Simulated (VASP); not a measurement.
Write the native input for VASP 6.6.1 that does the following.

```
Task                   : single point
Functional             : PBE
Dispersion             : D3(BJ)
Potentials or basis    : VASP PAW PBE potentials, release 64 (B, N)
Cutoff                 : 520 eV
k mesh                 : 12 × 12 × 1
Occupations            : gaussian, width 0.02 eV
Spin                   : no spin polarisation
Dipole correction      : yes
Further INCAR settings : ALGO = Normal; EDIFF = 1e-07; NBANDS = 11
```

The structure of BN lies in POSCAR:

```
BN
1.0
    2.4480000000      0.0000000000      0.0000000000
   -1.2240000000      2.1200301885      0.0000000000
    0.0000000000      0.0000000000     26.0000000000
B N
1 1
Direct
    0.0000000000      0.0000000000      0.5027500000
    0.6666666667      0.3333333333      0.4972500000
```

The input as run:

INCAR

```
PREC = Accurate
ENCUT = 520
EDIFF = 1E-7
ISMEAR = 0
SIGMA = 0.02
LREAL = F
LASPH = T
NELM = 60
ALGO = Normal
ISIF = 2
LWAVE = F
LCHARG = F
LDIPOL = T
IDIPOL = 3
DIPOL = 0.5 0.5 0.500
GGA = PE
IVDW = 12
NBANDS = 11
```

KPOINTS

```
regular mesh
0
Gamma
  12 12 1
```

Potentials or basis: VASP PAW PBE potentials, release 64 (B, N).

Command:

```sh
$ cat potpaw_PBE.64/B/POTCAR potpaw_PBE.64/N/POTCAR > POTCAR
$ mpirun -np 1 vasp_std > vasp.out
```

Results of the run:

```yaml
Largest_force: 2.000 eV/Å
Band_gap_on_the_k_mesh: 4.20 eV, indirect (least direct gap 4.73 eV)
Dispersion_energy_per_atom: -0.081 eV
```

It took 51 s on 1 thread of Intel(R) Xeon(R) Platinum 8259CL CPU @ 2.50GHz (Skylake/Cascade Lake), on a shared host, peak memory 0.24 GiB.
